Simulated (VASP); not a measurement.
# WSe2 (P6_3/mmc) in VASP: density of states with PBE

Aim: the density of states of WSe2 with PBE.

Program: VASP 6.6.1. These are calculated values, not measurements. Logs are shortened: lines on timing, memory, paths and dates and some standing lists are left out, and cuts for length are marked.

## 1. The cell of the first run

The structure is hexagonal, space group P6_3/mmc (No. 194). The conventional cell has a = 3.290 Å, b = 3.290 Å, c = 12.970 Å, α = 90.00°, β = 90.00°, γ = 120.00°. W (site symmetry -6m2) has 6 Se at 2.53 Å and 6 W at 3.29 Å within 3.3 Å. Within 3.3 Å of Se (site symmetry 3m) lie 3 W at 2.53 Å and 6 Se at 3.29 Å.

## 2. Density of states, PBE

POSCAR

```
WSe2
1.0
    3.2900000000      0.0000000000      0.0000000000
   -1.6450000000      2.8492235785      0.0000000000
    0.0000000000      0.0000000000     12.9700000000
W Se
2 4
Direct
    0.3333333333      0.6666666667      0.2500000000
    0.6666666667      0.3333333333      0.7500000000
    0.3333333333      0.6666666667      0.6210000000
    0.6666666667      0.3333333333      0.1210000000
    0.3333333333      0.6666666667      0.8790000000
    0.6666666667      0.3333333333      0.3790000000
```

INCAR.step1

```
SYSTEM = WSe2
PREC = Accurate ; ENCUT = 520
EDIFF = 1E-6 ; ISMEAR = 0
SIGMA = 0.05 ; LREAL = .FALSE.
LASPH = .TRUE. ; NELM = 80
ALGO = Normal ; ISIF = 2
LWAVE = .FALSE. ; LCHARG = .TRUE.
LMAXMIX = 4 ; GGA = PE
NBANDS = 35
```

KPOINTS.step1

```
Automatic mesh
0
G
  9 9 2
  0 0 0
```

INCAR.step2

```
SYSTEM = WSe2
PREC = Accurate ; ENCUT = 520
EDIFF = 1E-6 ; ISMEAR = -5
SIGMA = 0.05 ; LREAL = .FALSE.
LASPH = .TRUE. ; NELM = 80
ALGO = Normal ; ISIF = 2
LWAVE = .FALSE. ; LCHARG = .FALSE.
LMAXMIX = 4 ; GGA = PE
LORBIT = 11 ; NEDOS = 1001
ICHARG = 11
```

KPOINTS.step2

```
Automatic mesh
0
G
  14 14 3
  0 0 0
```

Potentials or basis: VASP PAW PBE potentials, release 64 (W_sv, Se).

Launch:

```console
$ cat potpaw_PBE.64/W_sv/POTCAR potpaw_PBE.64/Se/POTCAR > POTCAR
$ cp INCAR.step1 INCAR
$ cp KPOINTS.step1 KPOINTS
$ mpirun -np 1 vasp_std > vasp.out
$ cp INCAR.step2 INCAR
$ cp KPOINTS.step2 KPOINTS
$ mpirun -np 1 vasp_std > vasp.out
```

OUTCAR:

```text
SYSTEM = WSe2
   PREC = Accurate
   ENCUT = 520
   EDIFF = 1E-6
   ISMEAR = -5
   LREAL = .FALSE.
   LASPH = .TRUE.
   NELM = 80
   ISIF = 2
   GGA = PE
   LORBIT = 11
   ICHARG = 11

 ion  position               nearest neighbor table
   1  0.333  0.667  0.250-   4 2.53   6 2.53   4 2.53   6 2.53   4 2.53   6 2.53
   2  0.667  0.333  0.750-   3 2.53   5 2.53   3 2.53   5 2.53   3 2.53   5 2.53
   3  0.333  0.667  0.621-   2 2.53   2 2.53   2 2.53
   4  0.667  0.333  0.121-   1 2.53   1 2.53   1 2.53
   5  0.333  0.667  0.879-   2 2.53   2 2.53   2 2.53
   6  0.667  0.333  0.379-   1 2.53   1 2.53   1 2.53

  LATTYP: Found a hexagonal cell.
 ALAT       =     3.2900000000
 C/A-ratio  =     3.9422492401

  Lattice vectors:

 A1 = (   3.2900000000,   0.0000000000,   0.0000000000)
 A2 = (  -1.6450000000,   2.8492235785,   0.0000000000)
 A3 = (   0.0000000000,   0.0000000000,  12.9700000000)

Analysis of symmetry for initial positions (statically):
=====================================================================
 Subroutine PRICEL returns:
 Original cell was already a primitive cell.

 Routine SETGRP: Setting up the symmetry group for a
 hexagonal supercell.

 Subroutine GETGRP returns: Found 24 space group operations
 (whereof 12 operations were pure point group operations)
 out of a pool of 24 trial point group operations.

The static configuration has the point symmetry D_3d.
 The point group associated with its full space group is D_6h.

Analysis of symmetry for dynamics (positions and initial velocities):
=====================================================================
 Subroutine PRICEL returns:
 Original cell was already a primitive cell.

 Routine SETGRP: Setting up the symmetry group for a
 hexagonal supercell.

 Subroutine GETGRP returns: Found 24 space group operations
 (whereof 12 operations were pure point group operations)
 out of a pool of 24 trial point group operations.

The dynamic configuration has the point symmetry D_3d.
 The point group associated with its full space group is D_6h.

 Subroutine INISYM returns: Found 24 space group operations
 (whereof 12 operations are pure point group operations),
 and found     1 'primitive' translations

----------------------------------------------------------------------------------------

                                     Primitive cell

  volume of cell :     121.5801

  direct lattice vectors                    reciprocal lattice vectors
     3.290000000  0.000000000  0.000000000     0.303951368  0.175486404  0.000000000
    -1.645000000  2.849223579  0.000000000     0.000000000  0.350972808  0.000000000
     0.000000000  0.000000000 12.970000000     0.000000000  0.000000000  0.077101002

  length of vectors
     3.290000000  3.290000000 12.970000000     0.350972808  0.350972808  0.077101002

  position of ions in fractional coordinates (direct lattice)
     0.333333333  0.666666667  0.250000000
     0.666666667  0.333333333  0.750000000
     0.333333333  0.666666667  0.621000000
     0.666666667  0.333333333  0.121000000
     0.333333333  0.666666667  0.879000000
     0.666666667  0.333333333  0.379000000

  ion indices of the primitive-cell ions
   primitive index   ion index
                 1           1
                 2           2
                 3           3
                 4           4
                 5           5
                 6           6

----------------------------------------------------------------------------------------

 KPOINTS: Automatic mesh

Automatic generation of k-mesh.
 Grid dimensions read from file:
 generate k-points for:   14   14    3

 Generating k-lattice:

  Cartesian coordinates                     Fractional coordinates (reciprocal lattice)
     0.021710812  0.012534743  0.000000000     0.071428571 -0.000000000  0.000000000
     0.000000000  0.025069486  0.000000000     0.000000000  0.071428571  0.000000000
     0.000000000  0.000000000  0.025700334     0.000000000  0.000000000  0.333333333

  Length of vectors
     0.025069486  0.025069486  0.025700334

  Shift w.r.t. Gamma in fractional coordinates (k-lattice)
     0.000000000  0.000000000  0.000000000

 TETIRR: Found    511 inequivalent tetrahedra from     3528

 Subroutine IBZKPT returns following result:
 ===========================================

 Found     48 irreducible k-points:

 Following reciprocal coordinates:
            Coordinates               Weight
  0.000000  0.000000  0.000000      1.000000
  0.071429  0.000000  0.000000      6.000000
  0.142857  0.000000  0.000000      6.000000
  0.214286  0.000000  0.000000      6.000000
  0.285714  0.000000  0.000000      6.000000
  0.357143 -0.000000  0.000000      6.000000
[... 16 lines left out ...]
  0.285714  0.285714  0.000000      6.000000
  0.357143  0.285714  0.000000      6.000000
 [... further k-points ...]
   k-points           NKPTS =     48   k-points in BZ     NKDIM =     48   number of bands    NBANDS=     31
   number of dos      NEDOS =   1001   number of ions     NIONS =      6
   total plane-waves  NPLWV =  55296
   dimension x,y,z NGX =    24 NGY =   24 NGZ =   96
   dimension x,y,z NGXF=    48 NGYF=   48 NGZF=  192
   ions per type =               2   4
   NGX,Y,Z   is equivalent  to a cutoff of  12.13, 12.13, 12.31 a.u.
   NGXF,Y,Z  is equivalent  to a cutoff of  24.25, 24.25, 24.61 a.u.
 SYSTEM =  WSe2
   PREC   = accura    normal or accurate (medium, high low for compatibility)
   ISTART =      0    job   : 0-new  1-cont  2-samecut
   ICHARG =     11    charge: 1-file 2-atom 10-const
   ISPIN  =      1    spin polarized calculation?
   LNONCOLLINEAR =      F non collinear calculations
   LSORBIT =      F    spin-orbit coupling
   LASPH  =      T    aspherical Exc in radial PAW
   ENCUT  =  520.0 eV  38.22 Ry    6.18 a.u.   6.12  6.12 24.12*2*pi/ulx,y,z
   NELM   =     80;   NELMIN=  2; NELMDL=  0     # of ELM steps
   EDIFF  = 0.1E-05   stopping-criterion for ELM
   LREAL  =      F    real-space projection
   EDIFFG = 0.1E-04   stopping-criterion for IOM
   NSW    =      0    number of steps for IOM
   IBRION =     -1    ionic relax: 0-MD 1-quasi-New 2-CG
   NFREE  =      0    steps in history (QN), initial steepest desc. (CG)
   ISIF   =      2    stress and relaxation
   ISYM   =      2    0-nonsym 1-usesym 2-fastsym
   POTIM  = 0.5000    time-step for ionic-motion
   TEBEG  =    0.0;   TEEND  =   0.0 temperature during run
   PSTRESS=    0.0 pullay stress
   NELECT =      52.0000    total number of electrons
   NUPDOWN=      -1.0000    fix difference up-down
   EMIN   =  10.00;   EMAX   =-10.00  energy-range for DOS
   EFERMI =   0.00;   METHOD = LEGACY
   ISMEAR =    -5;   SIGMA  =   0.05  broadening in eV -4-tet -1-fermi 0-gaus
   EFERMI_NEDOS =   21; number of points for ismear=-14 and -15
   IALGO  =     38    algorithm
   IMIX   =      4    mixing-type and parameters
     AMIX     =   0.40;   BMIX     =  1.00
     AMIX_MAG =   1.60;   BMIX_MAG =  1.00
  volume/ion in A,a.u.               =      20.26       136.74
  Fermi-wavevector in a.u.,A,eV,Ry     =   1.233451  2.330884 20.699914  1.521401
  Thomas-Fermi vector in A             =   2.368180
   LORBIT       =     11    0 simple, 1 ext, 2 COOP (PROOUT), +10 PAW based schemes
   GGA     = PE    functional components
   LHFCALC =     F    Hartree Fock is set to
   AEXX    =    0.0000 exact exchange contribution
   IVDW    =     0    specifies the selected vdW correction
   LEPSILON=     F    determine dielectric tensor
   LRPA    =     F    only Hartree local field effects (RPA)
 non-spin polarized calculation
 Fermi weights with tetrahedron method with Bloechl corrections
  energy-cutoff  :      520.00
  volume of cell :      121.58
 maximum number of plane-waves:      3318

 number of electron      51.9999991 magnetization

 Free energy of the ion-electron system (eV)
  ---------------------------------------------------
  ext. energy  EPLUGINS =         0.00000000
  ---------------------------------------------------
  free energy    TOTEN  =       -43.12891775 eV

  energy without entropy =      -43.12891775  energy(sigma->0) =      -43.12891775

 E-fermi :   6.3375     XC(G=0): -10.7551

 val. band max:        6.2731165876   @ k =   0.0000   0.0000   0.0000
 cond. band min:       7.2628914497   @ k =   0.2143   0.1429   0.0000
 fundamental gap:      0.9897748621
 Fermi energy:         6.3375136567

 k-point     1 :       0.0000    0.0000    0.0000
  band No.  band energies     occupation
      1     -68.0612      2.00000
      2     -68.0612      2.00000
      3     -32.3073      2.00000
      4     -32.3072      2.00000
      5     -32.1822      2.00000
      6     -32.1822      2.00000
[... 23 lines left out ...]
     30       8.9593      0.00000
     31       9.0057      0.00000

 k-point     2 :       0.0714    0.0000    0.0000
  band No.  band energies     occupation
      1     -68.0607      2.00000
      2     -68.0607      2.00000
      3     -32.3050      2.00000
      4     -32.3050      2.00000
      5     -32.1939      2.00000
      6     -32.1939      2.00000
[... 23 lines left out ...]
     30       8.8876      0.00000
     31       8.9031      0.00000

 k-point     3 :       0.1429    0.0000    0.0000
  band No.  band energies     occupation
      1     -68.0593      2.00000
      2     -68.0593      2.00000
      3     -32.2988      2.00000
      4     -32.2988      2.00000
      5     -32.2265      2.00000
      6     -32.2265      2.00000
[... 23 lines left out ...]
     30       8.6914      0.00000
     31       8.8210      0.00000

 k-point     4 :       0.2143    0.0000    0.0000
  band No.  band energies     occupation
      1     -68.0572      2.00000
      2     -68.0572      2.00000
      3     -32.2897      2.00000
      4     -32.2897      2.00000
      5     -32.2733      2.00000
      6     -32.2733      2.00000
[... 23 lines left out ...]
     30       8.5400      0.00000
     31       8.6182      0.00000

 k-point     5 :       0.2857    0.0000    0.0000
  band No.  band energies     occupation
      1     -68.0550      2.00000
      2     -68.0549      2.00000
      3     -32.3248      2.00000
      4     -32.3248      2.00000
      5     -32.2797      2.00000
      6     -32.2797      2.00000
[... 23 lines left out ...]
     30       8.5459      0.00000
     31       8.6948      0.00000
[... 542 lines left out ...]
     30       8.7347      0.00000
     31       8.9333      0.00000

 k-point    22 :       0.3571    0.2143    0.0000
  band No.  band energies     occupation
      1     -68.0502      2.00000
      2     -68.0502      2.00000
      3     -32.3823      2.00000
      4     -32.3823      2.00000
      5     -32.2908      2.00000
      6     -32.2908      2.00000
[... 23 lines left out ...]
     30       8.9334      0.00000
     31       9.1987      0.00000

 k-point    23 :       0.2857    0.2857    0.0000
  band No.  band energies     occupation
      1     -68.0501      2.00000
      2     -68.0501      2.00000
      3     -32.3700      2.00000
      4     -32.3700      2.00000
      5     -32.3064      2.00000
      6     -32.3064      2.00000
[... 23 lines left out ...]
     30       8.9290      0.00000
     31       9.3748      0.00000

 k-point    24 :       0.3571    0.2857    0.0000
  band No.  band energies     occupation
      1     -68.0498      2.00000
      2     -68.0498      2.00000
      3     -32.3638      2.00000
      4     -32.3638      2.00000
      5     -32.3214      2.00000
      6     -32.3214      2.00000
[... 23 lines left out ...]
     30       9.2311      0.00000
     31       9.3590      0.00000

 [... further k-points ...]
[... 5 lines left out ...]
  --------------------------------------------------------------------------------------
  -------------------------------------------------------------------------------------
  Total        2.7788799      2.7788799      3.6186985      0.0000000     -0.0000000     -0.0000000
  in kB       36.6199676     36.6199676     47.6870640      0.0000000     -0.0000000     -0.0000000
  external PRESSURE =      40.3089997 kB  Pullay stress =       0.0000000 kB

 VOLUME and BASIS-vectors are now :
 -----------------------------------------------------------------------------
  energy-cutoff  :      520.00
  volume of cell :      121.58
      direct lattice vectors                 reciprocal lattice vectors
     3.290000000  0.000000000  0.000000000     0.303951368  0.175486404  0.000000000
    -1.645000000  2.849223579  0.000000000     0.000000000  0.350972808  0.000000000
     0.000000000  0.000000000 12.970000000     0.000000000  0.000000000  0.077101002

 POSITION                                       TOTAL-FORCE (eV/Angst)
 -----------------------------------------------------------------------------------
     -0.00000      1.89948      3.24250         0.000000     -0.000000     -0.000000
      1.64500      0.94974      9.72750         0.000000      0.000000     -0.000000
     -0.00000      1.89948      8.05437        -0.000000      0.000000     -0.217419
      1.64500      0.94974      1.56937        -0.000000      0.000000     -0.217419
     -0.00000      1.89948     11.40063        -0.000000     -0.000000      0.217419
      1.64500      0.94974      4.91563        -0.000000     -0.000000      0.217419
 -----------------------------------------------------------------------------------
    total drift:                               -0.000000      0.000000     -0.000000

  FREE ENERGIE OF THE ION-ELECTRON SYSTEM (eV)
  ---------------------------------------------------
  free  energy   TOTEN  =       -43.1289177547 eV

  energy  without entropy=      -43.1289177547  energy(sigma->0) =      -43.12891775

 total charge

# of ion       s       p       d       tot
------------------------------------------
    1        2.311   6.280   3.383  11.974
    2        2.311   6.280   3.383  11.974
    3        1.476   2.355   0.071   3.903
    4        1.476   2.355   0.071   3.903
    5        1.476   2.355   0.071   3.903
    6        1.476   2.355   0.071   3.903
--------------------------------------------------
tot         10.526  21.982   7.051  39.560
```

Run time: 87 s. Hardware: 1 thread of Intel Xeon 6975P-C (Granite Rapids), shared host; peak memory 0.3 GiB.

What came out:

- Valence electrons inside the program's atomic spheres: W 11.97; Se 3.90

Caveat: spin-orbit coupling is left out, which moves the levels of the heavy elements; this functional lacks dispersion, which binds the layers, so the pressure and a relaxed spacing across them are unreliable.
